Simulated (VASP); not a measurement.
# CuO (P1) in VASP: a series of runs

CuO is run at these levels: r2SCAN+U, LDA+U, PBE, RPBE; tasks: single point.

Everything below comes from runs of VASP 6.6.1. Logs are shortened: lines on timing, memory, paths and dates and some standing lists are left out, and cuts for length are marked.

## 1. The cell of the first run

The typed cell holds 2 atoms: a = 2.993 Å, b = 2.993 Å, c = 2.993 Å, α = 60.00°, β = 60.00°, γ = 60.00°.

## 2. Single point, r2SCAN+U

Input file POSCAR:

```
CuO
1.0
    0.0000000000      2.1165600000      2.1165600000
    2.1165600000      0.0000000000      2.1165600000
    2.1165600000      2.1165600000      0.0000000000
Cu O
1 1
Direct
    0.0294977200      0.0281008700      0.9080259900
    0.4705022800      0.4718991300      0.5919740100
```

Input file INCAR.step1:

```
SYSTEM = CuO
PREC = Accurate ; ENCUT = 520
ISMEAR = -1 ; SIGMA = 0.05
LREAL = .FALSE. ; LASPH = .TRUE.
NELM = 150 ; LMAXMIX = 4
LDAU = .TRUE. ; LDAUTYPE = 2
LDAUL = 2 -1 ; LDAUU = 4.5 0
LDAUJ = 0 0 ; NBANDS = 16
GGA = PE ; ALGO = Normal
EDIFF = 1E-4 ; LWAVE = .TRUE.
LCHARG = .FALSE.
```

Input file INCAR.step2:

```
SYSTEM = CuO
PREC = Accurate ; ENCUT = 520
EDIFF = 1E-6 ; ISMEAR = -1
SIGMA = 0.05 ; LREAL = .FALSE.
LASPH = .TRUE. ; NELM = 150
ALGO = Normal ; ISIF = 2
LWAVE = .FALSE. ; LCHARG = .FALSE.
LMAXMIX = 4 ; LDAU = .TRUE.
LDAUTYPE = 2 ; LDAUL = 2 -1
LDAUU = 4.5 0 ; LDAUJ = 0 0
LDAUPRINT = 1 ; METAGGA = R2SCAN
LMIXTAU = .TRUE. ; NBANDS = 16
ISTART = 1
```

Input file KPOINTS:

```
regular mesh
0
G
  11 11 11
  0 0 0
```

Potentials or basis: VASP PAW PBE potentials, release 64 (Cu, O).

The run is started by

```console
cat potpaw_PBE.64/Cu/POTCAR potpaw_PBE.64/O/POTCAR > POTCAR
cp INCAR.step1 INCAR
mpirun -np 1 vasp_std > vasp.out
cp INCAR.step2 INCAR
mpirun -np 1 vasp_std > vasp.out
```

OUTCAR:

```text
SYSTEM = CuO
   PREC = Accurate
   ENCUT = 520
   EDIFF = 1E-6
   ISMEAR = -1
   LREAL = .FALSE.
   LASPH = .TRUE.
   NELM = 150
   ISIF = 2
   METAGGA = R2SCAN
   ISTART = 1

 ion  position               nearest neighbor table
   1  0.029  0.028  0.908-   2 1.88   2 1.89   2 1.91
   2  0.471  0.472  0.592-   1 1.88   1 1.89   1 1.91

  LATTYP: Found a face centered cubic cell.
 ALAT       =     4.2331200000

  Lattice vectors:

 A1 = (   0.0000000000,   2.1165600000,   2.1165600000)
 A2 = (   2.1165600000,   0.0000000000,   2.1165600000)
 A3 = (   2.1165600000,   2.1165600000,   0.0000000000)

Analysis of symmetry for initial positions (statically):
=====================================================================
 Subroutine PRICEL returns:
 Original cell was already a primitive cell.

 Routine SETGRP: Setting up the symmetry group for a
 face centered cubic supercell.

 Subroutine GETGRP returns: Found  1 space group operations
 (whereof  1 operations were pure point group operations)
 out of a pool of 48 trial point group operations.

The static configuration has the point symmetry C_1 .

Analysis of symmetry for dynamics (positions and initial velocities):
=====================================================================
 Subroutine PRICEL returns:
 Original cell was already a primitive cell.

 Routine SETGRP: Setting up the symmetry group for a
 face centered cubic supercell.

 Subroutine GETGRP returns: Found  1 space group operations
 (whereof  1 operations were pure point group operations)
 out of a pool of 48 trial point group operations.

The dynamic configuration has the point symmetry C_1 .

 Subroutine INISYM returns: Found  1 space group operations
 (whereof  1 operations are pure point group operations),
 and found     1 'primitive' translations

----------------------------------------------------------------------------------------

                                     Primitive cell

  volume of cell :      18.9636

  direct lattice vectors                    reciprocal lattice vectors
     0.000000000  2.116560000  2.116560000    -0.236232377  0.236232377  0.236232377
     2.116560000  0.000000000  2.116560000     0.236232377 -0.236232377  0.236232377
     2.116560000  2.116560000  0.000000000     0.236232377  0.236232377 -0.236232377

  length of vectors
     2.993267858  2.993267858  2.993267858     0.409166479  0.409166479  0.409166479

  position of ions in fractional coordinates (direct lattice)
     0.029497720  0.028100870  0.908025990
     0.470502280  0.471899130  0.591974010

  ion indices of the primitive-cell ions
   primitive index   ion index
                 1           1
                 2           2

----------------------------------------------------------------------------------------

 KPOINTS: regular mesh

Automatic generation of k-mesh.
 Grid dimensions read from file:
 generate k-points for:   11   11   11

 Generating k-lattice:

  Cartesian coordinates                     Fractional coordinates (reciprocal lattice)
    -0.021475671  0.021475671  0.021475671     0.090909091  0.000000000  0.000000000
     0.021475671 -0.021475671  0.021475671     0.000000000  0.090909091  0.000000000
     0.021475671  0.021475671 -0.021475671     0.000000000  0.000000000  0.090909091

  Length of vectors
     0.037196953  0.037196953  0.037196953

  Shift w.r.t. Gamma in fractional coordinates (k-lattice)
     0.000000000  0.000000000  0.000000000

 Subroutine IBZKPT returns following result:
 ===========================================

 Found    666 irreducible k-points:

 Following reciprocal coordinates:
            Coordinates               Weight
  0.000000  0.000000  0.000000      1.000000
  0.090909  0.000000  0.000000      2.000000
  0.000000  0.090909  0.000000      2.000000
  0.000000  0.000000  0.090909      2.000000
  0.090909  0.090909  0.090909      2.000000
  0.181818  0.000000  0.000000      2.000000
[... 16 lines left out ...]
  0.000000  0.090909  0.090909      2.000000
  0.090909  0.000000  0.090909      2.000000
 [... further k-points ...]
   k-points           NKPTS =    666   k-points in BZ     NKDIM =    666   number of bands    NBANDS=     16
   number of dos      NEDOS =    301   number of ions     NIONS =      2
   total plane-waves  NPLWV =  13824
   dimension x,y,z NGX =    24 NGY =   24 NGZ =   24
   dimension x,y,z NGXF=    48 NGYF=   48 NGZF=   48
   ions per type =               1   1
   NGX,Y,Z   is equivalent  to a cutoff of  13.33, 13.33, 13.33 a.u.
   NGXF,Y,Z  is equivalent  to a cutoff of  26.66, 26.66, 26.66 a.u.
 SYSTEM =  CuO
   PREC   = accura    normal or accurate (medium, high low for compatibility)
   ISTART =      1    job   : 0-new  1-cont  2-samecut
   ICHARG =      0    charge: 1-file 2-atom 10-const
   ISPIN  =      1    spin polarized calculation?
   LNONCOLLINEAR =      F non collinear calculations
   LSORBIT =      F    spin-orbit coupling
   LASPH  =      T    aspherical Exc in radial PAW
   ENCUT  =  520.0 eV  38.22 Ry    6.18 a.u.   5.57  5.57  5.57*2*pi/ulx,y,z
   NELM   =    150;   NELMIN=  2; NELMDL=  0     # of ELM steps
   EDIFF  = 0.1E-05   stopping-criterion for ELM
   LREAL  =      F    real-space projection
   EDIFFG = 0.1E-04   stopping-criterion for IOM
   NSW    =      0    number of steps for IOM
   IBRION =     -1    ionic relax: 0-MD 1-quasi-New 2-CG
   NFREE  =      0    steps in history (QN), initial steepest desc. (CG)
   ISIF   =      2    stress and relaxation
   ISYM   =      2    0-nonsym 1-usesym 2-fastsym
   POTIM  = 0.5000    time-step for ionic-motion
   TEBEG  =    0.0;   TEEND  =   0.0 temperature during run
   PSTRESS=    0.0 pullay stress
   NELECT =      17.0000    total number of electrons
   NUPDOWN=      -1.0000    fix difference up-down
   EMIN   =  10.00;   EMAX   =-10.00  energy-range for DOS
   EFERMI =   0.00;   METHOD = LEGACY
   ISMEAR =    -1;   SIGMA  =   0.05  broadening in eV -4-tet -1-fermi 0-gaus
   EFERMI_NEDOS =   21; number of points for ismear=-14 and -15
   IALGO  =     38    algorithm
   IMIX   =      4    mixing-type and parameters
     AMIX     =   0.40;   BMIX     =  1.00
     AMIX_MAG =   1.60;   BMIX_MAG =  1.00
  volume/ion in A,a.u.               =       9.48        63.99
  Fermi-wavevector in a.u.,A,eV,Ry     =   1.578522  2.982973 33.902055  2.491731
  Thomas-Fermi vector in A             =   2.679040
   LORBIT       =      0    0 simple, 1 ext, 2 COOP (PROOUT), +10 PAW based schemes
 LDA+U is selected, type is set to LDAUTYPE =  2
   angular momentum for each species LDAUL =     2   -1
   U (eV)           for each species LDAUU =   4.5  0.0
   J (eV)           for each species LDAUJ =   0.0  0.0
   METAGGA = R2SCAN    functional components
   LHFCALC =     F    Hartree Fock is set to
   AEXX    =    0.0000 exact exchange contribution
   IVDW    =     0    specifies the selected vdW correction
   LEPSILON=     F    determine dielectric tensor
   LRPA    =     F    only Hartree local field effects (RPA)
 non-spin polarized calculation
  energy-cutoff  :      520.00
  volume of cell :       18.96
 maximum number of plane-waves:       532
   NGX = 11   NGY = 11   NGZ = 11

atom =   1  type =  1  l = 2

 onsite density matrix

spin component  1

  0.9663 -0.0006 -0.0140 -0.0007  0.0000
 -0.0006  0.9670 -0.0063  0.0004  0.0110
 -0.0140 -0.0063  0.8846 -0.0064  0.0007
 -0.0007  0.0004 -0.0064  0.9669 -0.0112
  0.0000  0.0110  0.0007 -0.0112  0.8791

spin component  2

  0.9663 -0.0006 -0.0140 -0.0007  0.0000
 -0.0006  0.9670 -0.0063  0.0004  0.0110
 -0.0140 -0.0063  0.8846 -0.0064  0.0007
 -0.0007  0.0004 -0.0064  0.9669 -0.0112
  0.0000  0.0110  0.0007 -0.0112  0.8791

 occupancies and eigenvectors

  o =  0.8762  v = -0.0203 -0.1276 -0.1274  0.1124  0.9769  0.0000  0.0000  0.0000  0.0000  0.0000      0.0000  0.0000  0.0000  0.0000  0.0000  0.0000  0.0000  0.0000  0.0000  0.0000
  o =  0.8762  v =  0.0000  0.0000  0.0000  0.0000  0.0000 -0.0203 -0.1276 -0.1274  0.1124  0.9769      0.0000  0.0000  0.0000  0.0000  0.0000  0.0000  0.0000  0.0000  0.0000  0.0000
  o =  0.8814  v =  0.1613  0.0559  0.9729  0.0904  0.1271  0.0000  0.0000  0.0000  0.0000  0.0000      0.0000  0.0000  0.0000  0.0000  0.0000  0.0000  0.0000  0.0000  0.0000  0.0000
  o =  0.8814  v =  0.0000  0.0000  0.0000  0.0000  0.0000  0.1613  0.0559  0.9729  0.0904  0.1271      0.0000  0.0000  0.0000  0.0000  0.0000  0.0000  0.0000  0.0000  0.0000  0.0000
  o =  0.9679  v =  0.0000  0.0000  0.0000  0.0000  0.0000  0.5986 -0.5614 -0.0144 -0.5712  0.0030      0.0000  0.0000  0.0000  0.0000  0.0000  0.0000  0.0000  0.0000  0.0000  0.0000
  o =  0.9679  v =  0.5986 -0.5614 -0.0144 -0.5712  0.0030  0.0000  0.0000  0.0000  0.0000  0.0000      0.0000  0.0000  0.0000  0.0000  0.0000  0.0000  0.0000  0.0000  0.0000  0.0000
  o =  0.9691  v =  0.7792  0.3305 -0.1913  0.4964 -0.0227  0.0000  0.0000  0.0000  0.0000  0.0000      0.0000  0.0000  0.0000  0.0000  0.0000  0.0000  0.0000  0.0000  0.0000  0.0000
  o =  0.9691  v =  0.0000  0.0000  0.0000  0.0000  0.0000  0.7792  0.3305 -0.1913  0.4964 -0.0227      0.0000  0.0000  0.0000  0.0000  0.0000  0.0000  0.0000  0.0000  0.0000  0.0000
  o =  0.9693  v =  0.0000  0.0000  0.0000  0.0000  0.0000 -0.0897 -0.7458  0.0207  0.6375 -0.1699      0.0000  0.0000  0.0000  0.0000  0.0000  0.0000  0.0000  0.0000  0.0000  0.0000
  o =  0.9693  v = -0.0897 -0.7458  0.0207  0.6375 -0.1699  0.0000  0.0000  0.0000  0.0000  0.0000      0.0000  0.0000  0.0000  0.0000  0.0000  0.0000  0.0000  0.0000  0.0000  0.0000

 number of electron      17.0000002 magnetization

 Free energy of the ion-electron system (eV)
  ---------------------------------------------------
  ext. energy  EPLUGINS =         0.00000000
  ---------------------------------------------------
  free energy    TOTEN  =       -16.05863314 eV

  energy without entropy =      -16.03976898  energy(sigma->0) =      -16.04920106

 E-fermi :   5.2558     XC(G=0): -13.0374

 val. band max:        5.2553120002   @ k =  -0.0909   0.0909  -0.3636
 cond. band min:       5.2596726898   @ k =   0.2727   0.0000  -0.4545
 fundamental gap:      0.0043606896
 Fermi energy:         5.2558123916

 k-point     1 :       0.0000    0.0000    0.0000
  band No.  band energies     occupation
      1     -15.0645      2.00000
      2       0.4806      2.00000
      3       0.5093      2.00000
      4       0.9000      2.00000
      5       1.9913      2.00000
      6       2.0412      2.00000
[... 8 lines left out ...]
     15      28.8955      0.00000
     16      28.8990      0.00000

 k-point     2 :       0.0909    0.0000    0.0000
  band No.  band energies     occupation
      1     -14.9876      2.00000
      2       0.1888      2.00000
      3       0.4778      2.00000
      4       1.0525      2.00000
      5       1.9830      2.00000
      6       2.0263      2.00000
[... 8 lines left out ...]
     15      27.9327      0.00000
     16      28.2324      0.00000

 k-point     3 :       0.0000    0.0909    0.0000
  band No.  band energies     occupation
      1     -14.9876      2.00000
      2       0.1850      2.00000
      3       0.4841      2.00000
      4       1.0530      2.00000
      5       1.9861      2.00000
      6       2.0207      2.00000
[... 8 lines left out ...]
     15      27.9349      0.00000
     16      28.2283      0.00000

 k-point     4 :       0.0000    0.0000    0.0909
  band No.  band energies     occupation
      1     -14.9878      2.00000
      2       0.3828      2.00000
      3       0.4152      2.00000
      4       0.7285      2.00000
      5       2.0218      2.00000
      6       2.0636      2.00000
[... 8 lines left out ...]
     15      27.9818      0.00000
     16      27.9958      0.00000
[... 324 lines left out ...]
 k-point    22 :       0.0909    0.0909    0.0000
  band No.  band energies     occupation
      1     -14.9634      2.00000
      2       0.1770      2.00000
      3       0.4568      2.00000
      4       0.9595      2.00000
      5       1.9896      2.00000
      6       2.0503      2.00000
[... 8 lines left out ...]
     15      28.0171      0.00000
     16      29.9588      0.00000

 k-point    23 :       0.0000    0.0909    0.0909
  band No.  band energies     occupation
      1     -14.9630      2.00000
      2       0.1478      2.00000
      3       0.4880      2.00000
      4       0.9583      2.00000
      5       1.9482      2.00000
      6       2.0886      2.00000
[... 8 lines left out ...]
     15      28.0061      0.00000
     16      29.9601      0.00000

 k-point    24 :       0.0909    0.0000    0.0909
  band No.  band energies     occupation
      1     -14.9631      2.00000
      2       0.1539      2.00000
      3       0.4821      2.00000
      4       0.9579      2.00000
      5       1.9558      2.00000
      6       2.0816      2.00000
[... 8 lines left out ...]
     15      28.0083      0.00000
     16      29.9596      0.00000

 [... further k-points ...]

------------------------ aborting loop because EDIFF is reached ----------------------------------------

  FORCE on cell =-STRESS in cart. coord.  units (eV):
  Direction    XX          YY          ZZ          XY          YZ          ZX
  --------------------------------------------------------------------------------------
  -------------------------------------------------------------------------------------
  Total        0.9680926      0.8856787      0.6187652     -0.3956240      0.3202786      0.3364023
  in kB       81.7910393     74.8281534     52.2774855    -33.4250038     27.0593133     28.4215548
  external PRESSURE =      69.6322260 kB  Pullay stress =       0.0000000 kB

 VOLUME and BASIS-vectors are now :
 -----------------------------------------------------------------------------
  energy-cutoff  :      520.00
  volume of cell :       18.96
      direct lattice vectors                 reciprocal lattice vectors
     0.000000000  2.116560000  2.116560000    -0.236232377  0.236232377  0.236232377
     2.116560000  0.000000000  2.116560000     0.236232377 -0.236232377  0.236232377
     2.116560000  2.116560000  0.000000000     0.236232377  0.236232377 -0.236232377

 POSITION                                       TOTAL-FORCE (eV/Angst)
 -----------------------------------------------------------------------------------
      1.98137      1.98433      0.12191         0.590071      0.541288     -0.393765
      2.25175      2.24879      1.99465        -0.590071     -0.541288      0.393765
 -----------------------------------------------------------------------------------
    total drift:                               -0.002917     -0.001006     -0.006532

  FREE ENERGIE OF THE ION-ELECTRON SYSTEM (eV)
  ---------------------------------------------------
  free  energy   TOTEN  =       -16.0586331354 eV

  energy  without entropy=      -16.0397689833  energy(sigma->0) =      -16.04920106
```

It took 7.1 min on 1 thread of Intel Xeon Platinum 8124M at 3.00GHz (Skylake/Cascade Lake), shared host; peak memory 0.31 GiB.

What came out:

```
Free energy            : -16.0586 eV
Pressure               : 7.0 GPa
Largest force          : 0.892 eV/Å
Band gap on the k mesh : zero (an odd number of electrons rules out a gap without spin polarisation)
```

Forces on the atoms (eV/Å):
```
Cu   0.590  0.541 -0.394
O   -0.590 -0.541  0.394
```

Stress tensor (GPa, compression positive):
```
 8.18 -3.34  2.84
-3.34  7.48  2.71
 2.84  2.71  5.23
```

Eigenvalues of the final occupation matrices:
```csv
site,spin,trace,eigenvalues
site 1 d,1,4.66,0.88 0.88 0.97 0.97 0.97
site 1 d,2,4.66,0.88 0.88 0.97 0.97 0.97
```

Caveat: the cell stands under pressure; the PAW data sets were made with another functional, which shifts forces and pressure a little; an odd number of electrons without spin polarisation forces a metal; a magnetic or distorted state may lie lower; U without spin polarisation on a metal has little footing.

(Continued in part 2 of 2.)
